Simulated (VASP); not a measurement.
# MoPd (P-6m2) in VASP: single point with LDA

Aim: the single point of MoPd with LDA.

All numbers are computed with VASP 6.6.1; they aren't measurements. Logs are shortened: lines on timing, memory, paths and dates and some standing lists are left out, and cuts for length are marked.

## 1. The cell of the first run

Symmetry: P-6m2, No. 187, hexagonal system. The conventional cell has a = 2.794 Å, b = 2.794 Å, c = 4.566 Å, α = 90.00°, β = 90.00°, γ = 120.00°. Within 3.7 Å of Mo (site symmetry -6m2) lie 6 Mo at 2.79 Å and 6 Pd at 2.80 Å. Within 3.7 Å of Pd (site symmetry -6m2) lie 6 Pd at 2.79 Å and 6 Mo at 2.80 Å.

## 2. Single point, LDA

Input file INCAR:

```
SYSTEM = MoPd
ALGO = Normal
EDIFF = 1E-6
ENCUT = 520
ISIF = 2
ISMEAR = 0
LASPH = .True.
LCHARG = .False.
LREAL = .False.
LWAVE = .False.
NBANDS = 19
NELM = 100
PREC = Accurate
SIGMA = 0.2
```

Input file KPOINTS:

```
k-points
0
Gamma
  12 12 6
  0 0 0
```

Input file POSCAR:

```
MoPd
1.0
    2.7938960000      0.0000000000      0.0000000000
   -1.3969480000      2.4195850000      0.0000000000
    0.0000000000      0.0000000000      4.5663710000
Mo Pd
1 1
Direct
    0.6666666667      0.3333333333      0.5000000000
    0.3333333333      0.6666666667      0.0000000000
```

Potentials or basis: VASP PAW LDA potentials, release 64 (Mo_sv, Pd).

Run with:

```bash
cat potpaw_LDA.64/Mo_sv/POTCAR potpaw_LDA.64/Pd/POTCAR > POTCAR
mpirun -np 1 vasp_std > vasp.out
```

OUTCAR:

```text
SYSTEM = MoPd
   EDIFF = 1E-6
   ENCUT = 520
   ISIF = 2
   ISMEAR = 0
   LASPH = .True.
   LREAL = .False.
   NELM = 100
   PREC = Accurate

 ion  position               nearest neighbor table
   1  0.667  0.333  0.500-   2 2.80   2 2.80   2 2.80   2 2.80   2 2.80   2 2.80
   2  0.333  0.667  0.000-   1 2.80   1 2.80   1 2.80   1 2.80   1 2.80   1 2.80

  LATTYP: Found a hexagonal cell.
 ALAT       =     2.7938960000
 C/A-ratio  =     1.6344097991

  Lattice vectors:

 A1 = (   2.7938960000,   0.0000000000,   0.0000000000)
 A2 = (  -1.3969480000,   2.4195850000,   0.0000000000)
 A3 = (   0.0000000000,   0.0000000000,   4.5663710000)

Analysis of symmetry for initial positions (statically):
=====================================================================
 Subroutine PRICEL returns:
 Original cell was already a primitive cell.

 Routine SETGRP: Setting up the symmetry group for a
 hexagonal supercell.

 Subroutine GETGRP returns: Found 12 space group operations
 (whereof 12 operations were pure point group operations)
 out of a pool of 24 trial point group operations.

The static configuration has the point symmetry D_3h.

Analysis of symmetry for dynamics (positions and initial velocities):
=====================================================================
 Subroutine PRICEL returns:
 Original cell was already a primitive cell.

 Routine SETGRP: Setting up the symmetry group for a
 hexagonal supercell.

 Subroutine GETGRP returns: Found 12 space group operations
 (whereof 12 operations were pure point group operations)
 out of a pool of 24 trial point group operations.

The dynamic configuration has the point symmetry D_3h.

 Subroutine INISYM returns: Found 12 space group operations
 (whereof 12 operations are pure point group operations),
 and found     1 'primitive' translations

----------------------------------------------------------------------------------------

                                     Primitive cell

  volume of cell :      30.8690

  direct lattice vectors                    reciprocal lattice vectors
     2.793896000  0.000000000  0.000000000     0.357923130  0.206647008  0.000000000
    -1.396948000  2.419585000  0.000000000     0.000000000  0.413294015  0.000000000
     0.000000000  0.000000000  4.566371000     0.000000000  0.000000000  0.218992281

  length of vectors
     2.793896000  2.793896077  4.566371000     0.413294027  0.413294015  0.218992281

  position of ions in fractional coordinates (direct lattice)
     0.666666667  0.333333333  0.500000000
     0.333333333  0.666666667  0.000000000

  ion indices of the primitive-cell ions
   primitive index   ion index
                 1           1
                 2           2

----------------------------------------------------------------------------------------

 KPOINTS: k-points

Automatic generation of k-mesh.
 Grid dimensions read from file:
 generate k-points for:   12   12    6

 Generating k-lattice:

  Cartesian coordinates                     Fractional coordinates (reciprocal lattice)
     0.029826927  0.017220584  0.000000000     0.083333333  0.000000000  0.000000000
     0.000000000  0.034441168  0.000000000     0.000000000  0.083333333  0.000000000
     0.000000000  0.000000000  0.036498713     0.000000000  0.000000000  0.166666667

  Length of vectors
     0.034441169  0.034441168  0.036498713

  Shift w.r.t. Gamma in fractional coordinates (k-lattice)
     0.000000000  0.000000000  0.000000000

 Subroutine IBZKPT returns following result:
 ===========================================

 Found     76 irreducible k-points:

 Following reciprocal coordinates:
            Coordinates               Weight
  0.000000  0.000000  0.000000      1.000000
  0.083333  0.000000  0.000000      6.000000
  0.166667  0.000000  0.000000      6.000000
  0.250000  0.000000  0.000000      6.000000
  0.333333  0.000000  0.000000      6.000000
  0.416667  0.000000  0.000000      6.000000
[... 16 lines left out ...]
  0.250000  0.000000  0.166667     12.000000
  0.333333  0.000000  0.166667     12.000000
 [... further k-points ...]
   k-points           NKPTS =     76   k-points in BZ     NKDIM =     76   number of bands    NBANDS=     19
   number of dos      NEDOS =    301   number of ions     NIONS =      2
   total plane-waves  NPLWV =  20736
   dimension x,y,z NGX =    24 NGY =   24 NGZ =   36
   dimension x,y,z NGXF=    48 NGYF=   48 NGZF=   72
   ions per type =               1   1
   NGX,Y,Z   is equivalent  to a cutoff of  14.28, 14.28, 13.11 a.u.
   NGXF,Y,Z  is equivalent  to a cutoff of  28.56, 28.56, 26.21 a.u.
 SYSTEM =  MoPd
   PREC   = accura    normal or accurate (medium, high low for compatibility)
   ISTART =      0    job   : 0-new  1-cont  2-samecut
   ICHARG =      2    charge: 1-file 2-atom 10-const
   ISPIN  =      1    spin polarized calculation?
   LNONCOLLINEAR =      F non collinear calculations
   LSORBIT =      F    spin-orbit coupling
   LASPH  =      T    aspherical Exc in radial PAW
   ENCUT  =  520.0 eV  38.22 Ry    6.18 a.u.   5.19  5.19  8.49*2*pi/ulx,y,z
   NELM   =    100;   NELMIN=  2; NELMDL= -5     # of ELM steps
   EDIFF  = 0.1E-05   stopping-criterion for ELM
   LREAL  =      F    real-space projection
   EDIFFG = 0.1E-04   stopping-criterion for IOM
   NSW    =      0    number of steps for IOM
   IBRION =     -1    ionic relax: 0-MD 1-quasi-New 2-CG
   NFREE  =      0    steps in history (QN), initial steepest desc. (CG)
   ISIF   =      2    stress and relaxation
   ISYM   =      2    0-nonsym 1-usesym 2-fastsym
   POTIM  = 0.5000    time-step for ionic-motion
   TEBEG  =    0.0;   TEEND  =   0.0 temperature during run
   PSTRESS=    0.0 pullay stress
   NELECT =      24.0000    total number of electrons
   NUPDOWN=      -1.0000    fix difference up-down
   EMIN   =  10.00;   EMAX   =-10.00  energy-range for DOS
   EFERMI =   0.00;   METHOD = LEGACY
   ISMEAR =     0;   SIGMA  =   0.20  broadening in eV -4-tet -1-fermi 0-gaus
   EFERMI_NEDOS =   21; number of points for ismear=-14 and -15
   IALGO  =     38    algorithm
   IMIX   =      4    mixing-type and parameters
     AMIX     =   0.40;   BMIX     =  1.00
     AMIX_MAG =   1.60;   BMIX_MAG =  1.00
  volume/ion in A,a.u.               =      15.43       104.16
  Fermi-wavevector in a.u.,A,eV,Ry     =   1.505351  2.844701 30.831917  2.266082
  Thomas-Fermi vector in A             =   2.616211
   LORBIT       =      0    0 simple, 1 ext, 2 COOP (PROOUT), +10 PAW based schemes
   GGA     = CA    functional components
   LHFCALC =     F    Hartree Fock is set to
   AEXX    =    0.0000 exact exchange contribution
   IVDW    =     0    specifies the selected vdW correction
   LEPSILON=     F    determine dielectric tensor
   LRPA    =     F    only Hartree local field effects (RPA)
 non-spin polarized calculation
 Gauss-broadening in eV      SIGMA  =   0.20
  energy-cutoff  :      520.00
  volume of cell :       30.87
 maximum number of plane-waves:       843
 NGX is ok and might be reduce to    24
   NGX = 11   NGY = 11   NGZ = 17

 number of electron      24.0000003 magnetization

 Free energy of the ion-electron system (eV)
  ---------------------------------------------------
  ext. energy  EPLUGINS =         0.00000000
  ---------------------------------------------------
  free energy    TOTEN  =       -18.54729684 eV

  energy without entropy =      -18.50805957  energy(sigma->0) =      -18.52767821

 E-fermi :  11.0957     XC(G=0): -13.4753

 val. band max:       11.0899375493   @ k =   0.0833   0.0833   0.5000
 cond. band min:      11.1125257589   @ k =   0.2500   0.1667   0.1667
 fundamental gap:      0.0225882096
 Fermi energy:        11.0957163420

 k-point     1 :       0.0000    0.0000    0.0000
  band No.  band energies     occupation
      1     -49.6396      2.00000
      2     -23.9975      2.00000
      3     -23.2236      2.00000
      4     -23.2236      2.00000
      5       3.6180      2.00000
      6       5.4706      2.00000
[... 11 lines left out ...]
     18      25.1133      0.00000
     19      27.4235      0.00000

 k-point     2 :       0.0833    0.0000    0.0000
  band No.  band energies     occupation
      1     -49.6280      2.00000
      2     -23.9866      2.00000
      3     -23.3024      2.00000
      4     -23.2414      2.00000
      5       3.8498      2.00000
      6       5.6351      2.00000
[... 11 lines left out ...]
     18      25.5977      0.00000
     19      27.7249      0.00000

 k-point     3 :       0.1667    0.0000    0.0000
  band No.  band energies     occupation
      1     -49.5963      2.00000
      2     -23.9568      2.00000
      3     -23.5143      2.00000
      4     -23.2899      2.00000
      5       4.4892      2.00000
      6       6.0147      2.00000
[... 11 lines left out ...]
     18      26.0526      0.00000
     19      28.0810      0.00000

 k-point     4 :       0.2500    0.0000    0.0000
  band No.  band energies     occupation
      1     -49.5528      2.00000
      2     -23.9157      2.00000
      3     -23.7964      2.00000
      4     -23.3553      2.00000
      5       5.3162      2.00000
      6       6.2278      2.00000
[... 11 lines left out ...]
     18      23.8099      0.00000
     19      26.8420      0.00000

 k-point     5 :       0.3333    0.0000    0.0000
  band No.  band energies     occupation
      1     -49.5088      2.00000
      2     -24.0707      2.00000
      3     -23.8743      2.00000
      4     -23.4201      2.00000
      5       5.7550      2.00000
      6       6.2206      2.00000
[... 11 lines left out ...]
     18      21.2571      0.00000
     19      25.1593      0.00000
[... 334 lines left out ...]
      2     -23.9907      2.00000
      3     -23.3023      2.00000
      4     -23.2415      2.00000
      5       4.1066      2.00000
      6       5.7073      2.00000
[... 11 lines left out ...]
     18      25.3251      0.00000
     19      27.5625      0.00000

 k-point    22 :       0.1667    0.0000    0.1667
  band No.  band energies     occupation
      1     -49.5961      2.00000
      2     -23.9599      2.00000
      3     -23.5140      2.00000
      4     -23.2900      2.00000
      5       4.7111      2.00000
      6       6.1003      2.00000
[... 11 lines left out ...]
     18      25.9903      0.00000
     19      27.4615      0.00000

 k-point    23 :       0.2500    0.0000    0.1667
  band No.  band energies     occupation
      1     -49.5527      2.00000
      2     -23.9177      2.00000
      3     -23.7958      2.00000
      4     -23.3555      2.00000
      5       5.4215      2.00000
      6       6.3193      2.00000
[... 11 lines left out ...]
     18      24.1086      0.00000
     19      26.8297      0.00000

 k-point    24 :       0.3333    0.0000    0.1667
  band No.  band energies     occupation
      1     -49.5088      2.00000
      2     -24.0699      2.00000
      3     -23.8751      2.00000
      4     -23.4203      2.00000
      5       5.6799      2.00000
      6       6.1527      2.00000
[... 11 lines left out ...]
     18      22.3237      0.00000
     19      25.7125      0.00000

 [... further k-points ...]
[... 5 lines left out ...]
  --------------------------------------------------------------------------------------
  -------------------------------------------------------------------------------------
  Total       -2.9536292     -2.9536294     -2.5375916      0.0000000      0.0000000     -0.0000000
  in kB     -153.3007356   -153.3007468   -131.7073448      0.0000000      0.0000000     -0.0000000
  external PRESSURE =    -146.1029424 kB  Pullay stress =       0.0000000 kB

 VOLUME and BASIS-vectors are now :
 -----------------------------------------------------------------------------
  energy-cutoff  :      520.00
  volume of cell :       30.87
      direct lattice vectors                 reciprocal lattice vectors
     2.793896000  0.000000000  0.000000000     0.357923130  0.206647008  0.000000000
    -1.396948000  2.419585000  0.000000000     0.000000000  0.413294015  0.000000000
     0.000000000  0.000000000  4.566371000     0.000000000  0.000000000  0.218992281

 POSITION                                       TOTAL-FORCE (eV/Angst)
 -----------------------------------------------------------------------------------
      1.39695      0.80653      2.28319        -0.000000     -0.000000      0.000000
     -0.00000      1.61306      0.00000         0.000000      0.000000      0.000000
 -----------------------------------------------------------------------------------
    total drift:                               -0.000000      0.000000      0.000000

  FREE ENERGIE OF THE ION-ELECTRON SYSTEM (eV)
  ---------------------------------------------------
  free  energy   TOTEN  =       -18.5472968394 eV

  energy  without entropy=      -18.5080595739  energy(sigma->0) =      -18.52767821
```

It used 24 s of CPU time on 1 thread of Intel Xeon 6975P-C, with other jobs on the host.

What came out:

* Free energy: -18.5473 eV
* Pressure: -14.6 GPa
* Band gap on the k mesh: zero (band 12 reaches 12.26 eV, above the bottom of band 13 at 10.11 eV)

Stress tensor (GPa, compression positive):
```
-15.33   0.00   0.00
  0.00 -15.33   0.00
  0.00   0.00 -13.17
```

Levels at points of the mesh, in eV from the Fermi level:
```
           k point  band 9  band 10  band 11  band 12  band 13  band 14  band 15  band 16
(0.00, 0.00, 0.00)   -2.48    -2.25    -2.25    -0.58    -0.58     0.72     2.21     2.21
(0.50, 0.00, 0.00)   -2.27    -2.02    -1.11    -0.75     2.09     2.97     4.11     6.22
(0.00, 0.00, 0.50)   -3.33    -2.46    -2.46    -1.85    -0.06    -0.06     2.17     2.17
(0.50, 0.00, 0.50)   -2.55    -0.78    -0.70     0.85     1.31     2.26     3.57     4.11
```
